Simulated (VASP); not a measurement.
# BaTiO3 (P4mm) in VASP: a series of runs, part 2 of 2

VASP 6.6.1.

### Step 3. Single point, r2SCAN (atom 3 (O) moved +0.225 Å along Cartesian [0 0 1])

POSCAR

```
BaTiO3
1.0
    3.9723167996      0.0000000000      0.0000000000
    0.0000000000      3.9723167996      0.0000000000
    0.0000000000      0.0000000000      4.1123825565
Ba Ti O
1 1 3
Direct
    0.0000000000      0.0000000000      0.9926109048
    0.5000000000      0.5000000000      0.4745255192
    0.5000000000      0.5000000000      0.0862865125
    0.5000000000      0.0000000000      0.5146449361
    0.0000000000      0.5000000000      0.5146449361
```

INCAR.step1

```
SYSTEM = BaTiO3
PREC     = Accurate       ! precision mode
ENCUT    = 520            ! plane-wave cutoff, eV
ISMEAR   = 0              ! smearing method
SIGMA    = 0.05           ! smearing width, eV
LREAL    = .FALSE.        ! projectors in reciprocal space
LASPH    = .TRUE.         ! aspherical terms in the spheres
NELM     = 100            ! most SCF steps
NBANDS   = 28             ! bands
GGA      = PE             ! functional
ALGO     = Normal         ! electronic algorithm
EDIFF    = 1E-4           ! SCF threshold, eV
LWAVE    = .TRUE.         ! write WAVECAR
LCHARG   = .FALSE.        ! write CHGCAR
```

INCAR.step2

```
SYSTEM = BaTiO3
PREC     = Accurate       ! precision mode
ENCUT    = 520            ! plane-wave cutoff, eV
EDIFF    = 1E-6           ! SCF threshold, eV
ISMEAR   = 0              ! smearing method
SIGMA    = 0.05           ! smearing width, eV
LREAL    = .FALSE.        ! projectors in reciprocal space
LASPH    = .TRUE.         ! aspherical terms in the spheres
NELM     = 100            ! most SCF steps
ALGO     = Normal         ! electronic algorithm
ISIF     = 2              ! what is computed and relaxed
LWAVE    = .FALSE.        ! write WAVECAR
LCHARG   = .TRUE.         ! write CHGCAR
METAGGA  = R2SCAN         ! meta-GGA
LMIXTAU  = .TRUE.       
LELF     = .TRUE.         ! ELF
LVHAR    = .TRUE.       
NBANDS   = 28             ! bands
ISTART   = 1
```

KPOINTS

```
regular mesh
0
G
  8 8 8
  0 0 0
```

Potentials or basis: VASP PAW PBE potentials, release 64 (Ba_sv, Ti_sv, O).

Run with:

```bash
> cat potpaw_PBE.64/Ba_sv/POTCAR potpaw_PBE.64/Ti_sv/POTCAR potpaw_PBE.64/O/POTCAR > POTCAR
> cp INCAR.step1 INCAR
> mpirun -np 1 vasp_std > vasp.out
> cp INCAR.step2 INCAR
> mpirun -np 1 vasp_std > vasp.out
```

OUTCAR:

```text
SYSTEM = BaTiO3
   PREC = Accurate
   ENCUT = 520
   EDIFF = 1E-6
   ISMEAR = 0
   LREAL = .FALSE.
   LASPH = .TRUE.
   NELM = 100
   ISIF = 2
   METAGGA = R2SCAN
   ISTART = 1

 ion  position               nearest neighbor table
   1  0.000  0.000  0.993-   4 2.79   5 2.79   5 2.79   4 2.79   3 2.84   3 2.84   3 2.84   3 2.84
                             4 2.92   5 2.92   5 2.92   4 2.92   2 3.44   2 3.44   2 3.44   2 3.44
   2  0.500  0.500  0.475-   3 1.60   4 1.99   5 1.99   4 1.99   5 1.99   1 3.44   1 3.44   1 3.44
                             1 3.44   1 3.53   1 3.53   1 3.53   1 3.53
   3  0.500  0.500  0.086-   2 1.60   1 2.84   1 2.84   1 2.84   1 2.84
   4  0.500  0.000  0.515-   2 1.99   2 1.99   1 2.79   1 2.79   1 2.92   1 2.92
   5  0.000  0.500  0.515-   2 1.99   2 1.99   1 2.79   1 2.79   1 2.92   1 2.92

  LATTYP: Found a simple tetragonal cell.
 ALAT       =     3.9723167996
 C/A-ratio  =     1.0352604699

  Lattice vectors:

 A1 = (   3.9723167996,   0.0000000000,   0.0000000000)
 A2 = (   0.0000000000,   3.9723167996,   0.0000000000)
 A3 = (   0.0000000000,   0.0000000000,   4.1123825565)

Analysis of symmetry for initial positions (statically):
=====================================================================
 Subroutine PRICEL returns:
 Original cell was already a primitive cell.

 Routine SETGRP: Setting up the symmetry group for a
 simple tetragonal supercell.

 Subroutine GETGRP returns: Found  8 space group operations
 (whereof  8 operations were pure point group operations)
 out of a pool of 16 trial point group operations.

The static configuration has the point symmetry C_4v.

Analysis of symmetry for dynamics (positions and initial velocities):
=====================================================================
 Subroutine PRICEL returns:
 Original cell was already a primitive cell.

[... 132 lines left out ...]
     AMIX     =   0.40;   BMIX     =  1.00
     AMIX_MAG =   1.60;   BMIX_MAG =  1.00
  volume/ion in A,a.u.               =      12.98        87.58
  Fermi-wavevector in a.u.,A,eV,Ry     =   1.393267  2.632893 26.411540  1.941193
  Thomas-Fermi vector in A             =   2.516930
   LORBIT       =      0    0 simple, 1 ext, 2 COOP (PROOUT), +10 PAW based schemes
   METAGGA = R2SCAN    functional components
   LHFCALC =     F    Hartree Fock is set to
   AEXX    =    0.0000 exact exchange contribution
   IVDW    =     0    specifies the selected vdW correction
   LEPSILON=     F    determine dielectric tensor
   LRPA    =     F    only Hartree local field effects (RPA)
 non-spin polarized calculation
 Gauss-broadening in eV      SIGMA  =   0.05
  energy-cutoff  :      520.00
  volume of cell :       64.89
 maximum number of plane-waves:      1779
 NGX is ok and might be reduce to    30
   NGX = 15   NGY = 15   NGZ = 15

 number of electron      39.9999985 magnetization

 Free energy of the ion-electron system (eV)
  ---------------------------------------------------
  ext. energy  EPLUGINS =         0.00000000
  ---------------------------------------------------
  free energy    TOTEN  =       -73.57313695 eV

  energy without entropy =      -73.57313695  energy(sigma->0) =      -73.57313695

 E-fermi :   4.2029     XC(G=0): -11.7770

 val. band max:        3.8429652144   @ k =   0.5000   0.5000   0.5000
 cond. band min:       6.3205633790   @ k =   0.0000   0.0000   0.0000
 fundamental gap:      2.4775981647
 Fermi energy:         4.2028688820

 k-point     1 :       0.0000    0.0000    0.0000
  band No.  band energies     occupation
      1     -54.5601      2.00000
      2     -30.4114      2.00000
      3     -29.6580      2.00000
      4     -29.6580      2.00000
      5     -22.2595      2.00000
      6     -14.4623      2.00000
[... 733 lines left out ...]
     27      11.9890      0.00000
     28      12.7649      0.00000

 [... further k-points ...]

------------------------ aborting loop because EDIFF is reached ----------------------------------------

  FORCE on cell =-STRESS in cart. coord.  units (eV):
  Direction    XX          YY          ZZ          XY          YZ          ZX
  --------------------------------------------------------------------------------------
  -------------------------------------------------------------------------------------
  Total        2.1970930      2.1970930     12.3769279      0.0000000      0.0000000      0.0000000
  in kB       54.2472530     54.2472530    305.5921413      0.0000000      0.0000000      0.0000000
  external PRESSURE =     138.0288824 kB  Pullay stress =       0.0000000 kB

 VOLUME and BASIS-vectors are now :
 -----------------------------------------------------------------------------
  energy-cutoff  :      520.00
  volume of cell :       64.89
      direct lattice vectors                 reciprocal lattice vectors
     3.972316800  0.000000000  0.000000000     0.251742258  0.000000000  0.000000000
     0.000000000  3.972316800  0.000000000     0.000000000  0.251742258  0.000000000
     0.000000000  0.000000000  4.112382557     0.000000000  0.000000000  0.243168039

 POSITION                                       TOTAL-FORCE (eV/Angst)
 -----------------------------------------------------------------------------------
      0.00000      0.00000      4.08200        -0.000000      0.000000      0.135980
      1.98616      1.98616      1.95143        -0.000000     -0.000000      5.835192
      1.98616      1.98616      0.35484        -0.000000      0.000000     -7.422160
      1.98616      0.00000      2.11642         0.000000      0.000000      0.725494
      0.00000      1.98616      2.11642        -0.000000      0.000000      0.725494
 -----------------------------------------------------------------------------------
    total drift:                                0.000000      0.000000      0.001330

  FREE ENERGIE OF THE ION-ELECTRON SYSTEM (eV)
  ---------------------------------------------------
  free  energy   TOTEN  =       -73.5731369469 eV

  energy  without entropy=      -73.5731369469  energy(sigma->0) =      -73.57313695
```

OUTCAR.step1:

```text
SYSTEM = BaTiO3
   PREC = Accurate
   ENCUT = 520
   ISMEAR = 0
   LREAL = .FALSE.
   LASPH = .TRUE.
[... 980 lines left out ...]
      1.98616      1.98616      0.35484         0.000000     -0.000000     -7.313209
      1.98616      0.00000      2.11642         0.000000      0.000000      0.739413
      0.00000      1.98616      2.11642         0.000000      0.000000      0.739413
 -----------------------------------------------------------------------------------
    total drift:                                0.000000      0.000000     -0.011931

  FREE ENERGIE OF THE ION-ELECTRON SYSTEM (eV)
  ---------------------------------------------------
  free  energy   TOTEN  =       -39.3279380118 eV

  energy  without entropy=      -39.3279380118  energy(sigma->0) =      -39.32793801
```

It took 5.1 min on 1 thread of Intel Xeon Platinum 8488C (Sapphire Rapids), shared host; peak memory 0.27 GiB.

What came out:

```yaml
Free_energy: -73.5731 eV
Pressure: 13.8 GPa
Largest_force: 7.422 eV/Å
Band_gap_on_the_k_mesh: 2.48 eV, indirect (least direct gap 3.06 eV)
```

Forces on the atoms (eV/Å):
```
Ba   0.000  0.000  0.136
Ti   0.000  0.000  5.835
O    0.000  0.000 -7.422
O    0.000  0.000  0.725
O    0.000  0.000  0.725
```

Stress tensor (GPa, compression positive):
```
 5.42  0.00  0.00
 0.00  5.42  0.00
 0.00  0.00 30.56
```

Levels at points of the mesh, in eV from the valence-band top:
```csv
k point,band 17,band 18,band 19,band 20,band 21,band 22,band 23,band 24
"(0.00, 0.00, 0.00)",-1.37,-1.34,-0.59,-0.59,2.48,3.61,3.61,4.74
"(0.50, 0.00, 0.00)",-1.98,-1.94,-1.81,-1.52,3.54,4.20,4.37,5.36
"(0.50, 0.50, 0.00)",-2.46,-1.47,-1.47,-0.08,4.63,4.63,4.71,5.12
"(0.00, 0.00, 0.50)",-2.14,-2.07,-0.78,-0.78,2.65,4.69,4.69,4.77
"(0.50, 0.00, 0.50)",-1.90,-1.17,-1.07,-0.80,4.25,4.69,4.74,5.68
"(0.50, 0.50, 0.50)",-2.69,-0.67,-0.67,0.00,4.91,5.14,5.14,6.50
```

Caveat: the cell differs from its parent crystal (atom 3 (O) moved +0.225 Å along Cartesian [0 0 1]); the PAW data sets were made with another functional, which shifts forces and pressure a little; spin-orbit coupling is left out, which moves the levels of the heavy elements.

### Step 4. Single point, r2SCAN (atom 3 (O) moved +0.075 Å along Cartesian [0 0 1])

Changes to POSCAR since step 3:

```diff
@@ -10,3 +10,3 @@
     0.5000000000      0.5000000000      0.4745255192
-    0.5000000000      0.5000000000      0.0862865125
+    0.5000000000      0.5000000000      0.0498113067
     0.5000000000      0.0000000000      0.5146449361
```

INCAR.step1

```
PREC = Accurate
ENCUT = 520
ISMEAR = 0
SIGMA = 0.05
LREAL = F
LASPH = T
NELM = 80
NBANDS = 28
GGA = PE
ALGO = Normal
EDIFF = 1E-4
LWAVE = T
LCHARG = F
```

INCAR.step2

```
PREC = Accurate
ENCUT = 520
EDIFF = 1E-6
ISMEAR = 0
SIGMA = 0.05
LREAL = F
LASPH = T
NELM = 80
ALGO = Normal
ISIF = 2
LWAVE = F
LCHARG = F
METAGGA = R2SCAN
LMIXTAU = T
NBANDS = 28
ISTART = 1
```

KPOINTS

```
Automatic mesh
0
Gamma
  8 8 8
```

Run with:

```bash
> cat potpaw_PBE.64/Ba_sv/POTCAR potpaw_PBE.64/Ti_sv/POTCAR potpaw_PBE.64/O/POTCAR > POTCAR
> cp INCAR.step1 INCAR
> mpirun -np 1 vasp_std > vasp.out
> cp INCAR.step2 INCAR
> mpirun -np 1 vasp_std > vasp.out
```

It took 5.1 min on 1 thread of Intel Xeon Platinum 8488C (Sapphire Rapids), shared host; peak memory 0.27 GiB.

It converged, with:

```yaml
Free_energy: -74.1957 eV
Pressure: 4.7 GPa
Largest_force: 1.652 eV/Å
Band_gap_on_the_k_mesh: 2.28 eV, indirect (least direct gap 2.83 eV)
```

Forces on the atoms (eV/Å):
```
Ba   0.000  0.000  0.084
Ti   0.000  0.000  1.055
O    0.000  0.000 -1.652
O    0.000  0.000  0.256
O    0.000  0.000  0.256
```

Stress tensor (GPa, compression positive):
```
2.76 0.00 0.00
0.00 2.76 0.00
0.00 0.00 8.50
```

Levels at points of the mesh, in eV from the valence-band top:
```csv
k point,band 17,band 18,band 19,band 20,band 21,band 22,band 23,band 24
"(0.00, 0.00, 0.00)",-1.33,-0.94,-0.55,-0.55,2.28,2.95,2.95,4.48
"(0.50, 0.00, 0.00)",-1.95,-1.65,-1.58,-1.45,3.01,3.98,4.10,4.72
"(0.50, 0.50, 0.00)",-2.17,-1.27,-1.27,-0.07,4.17,4.17,4.48,4.88
"(0.00, 0.00, 0.50)",-2.06,-2.06,-0.77,-0.77,2.43,4.11,4.11,4.48
"(0.50, 0.00, 0.50)",-1.90,-1.12,-1.05,-0.54,4.02,4.12,4.38,5.38
"(0.50, 0.50, 0.50)",-2.68,-0.46,-0.46,0.00,4.67,4.67,4.68,6.74
```

Caveat: the cell differs from its parent crystal (atom 3 (O) moved +0.075 Å along Cartesian [0 0 1]); the PAW data sets were made with another functional, which shifts forces and pressure a little; spin-orbit coupling is left out, which moves the levels of the heavy elements. A k mesh can miss the band edges.

### Step 5. Single point, r2SCAN (atom 3 (O) moved +0.300 Å along Cartesian [0 0 1])

Changes to POSCAR since step 4:

```diff
@@ -10,3 +10,3 @@
     0.5000000000      0.5000000000      0.4745255192
-    0.5000000000      0.5000000000      0.0498113067
+    0.5000000000      0.5000000000      0.1045241154
     0.5000000000      0.0000000000      0.5146449361
```

INCAR.step1

```
SYSTEM = BaTiO3
PREC = Accurate
ENCUT = 520
ISMEAR = 0
SIGMA = 0.05
LREAL = .FALSE.
LASPH = .TRUE.
NELM = 100
NBANDS = 28
GGA = PE
ALGO = Normal
EDIFF = 1E-4
LWAVE = .TRUE.
LCHARG = .FALSE.
```

INCAR.step2

```
SYSTEM = BaTiO3
PREC = Accurate
ENCUT = 520
EDIFF = 1E-7
ISMEAR = 0
SIGMA = 0.05
LREAL = .FALSE.
LASPH = .TRUE.
NELM = 100
ALGO = Normal
ISIF = 2
LWAVE = .FALSE.
LCHARG = .FALSE.
METAGGA = R2SCAN
LMIXTAU = .TRUE.
NBANDS = 28
ISTART = 1
```

KPOINTS

```
Automatic mesh
0
G
  8 8 8
  0 0 0
```

Run with:

```bash
> cat potpaw_PBE.64/Ba_sv/POTCAR potpaw_PBE.64/Ti_sv/POTCAR potpaw_PBE.64/O/POTCAR > POTCAR
> cp INCAR.step1 INCAR
> mpirun -np 1 vasp_std > vasp.out
> cp INCAR.step2 INCAR
> mpirun -np 1 vasp_std > vasp.out
```

It took 5.7 min on 1 thread of Intel Xeon Platinum 8488C (Sapphire Rapids), shared host; peak memory 0.27 GiB.

The run converged. Its results:

```
Free energy            : -72.8359 eV
Pressure               : 20.9 GPa
Largest force          : 12.570 eV/Å
Band gap on the k mesh : 2.60 eV, indirect (least direct gap 3.19 eV)
```

Forces on the atoms (eV/Å):
```
Ba    0.000   0.000   0.128
Ti    0.000   0.000  10.618
O     0.000   0.000 -12.570
O     0.000   0.000   0.912
O     0.000   0.000   0.912
```

Stress tensor (GPa, compression positive):
```
 7.14  0.00  0.00
 0.00  7.14  0.00
 0.00  0.00 48.28
```

Levels at points of the mesh, in eV from the valence-band top:
```
           k point  band 16  band 17  band 18  band 19  band 20  band 21  band 22  band 23  band 24  band 25
(0.00, 0.00, 0.00)    -2.34    -1.49    -1.39    -0.59    -0.59     2.60     4.02     4.02     4.61     4.97
(0.50, 0.00, 0.00)    -2.22    -2.05    -1.93    -1.87    -1.46     3.85     4.34     4.48     5.74     6.44
(0.50, 0.50, 0.00)    -3.86    -2.57    -1.54    -1.54    -0.08     4.85     4.93     4.93     5.22     7.96
(0.00, 0.00, 0.50)    -2.89    -2.19    -2.08    -0.77    -0.77     2.79     4.96     5.09     5.09     6.64
(0.50, 0.00, 0.50)    -2.69    -1.88    -1.20    -1.08    -0.94     4.39     4.95     5.09     5.83     7.70
(0.50, 0.50, 0.50)    -3.85    -2.69    -0.75    -0.75     0.00     5.06     5.45     5.45     6.35     7.08
```

Caveat: the cell differs from its parent crystal (atom 3 (O) moved +0.300 Å along Cartesian [0 0 1]); the PAW data sets were made with another functional, which shifts forces and pressure a little; spin-orbit coupling is left out, which moves the levels of the heavy elements. A k mesh can miss the band edges.
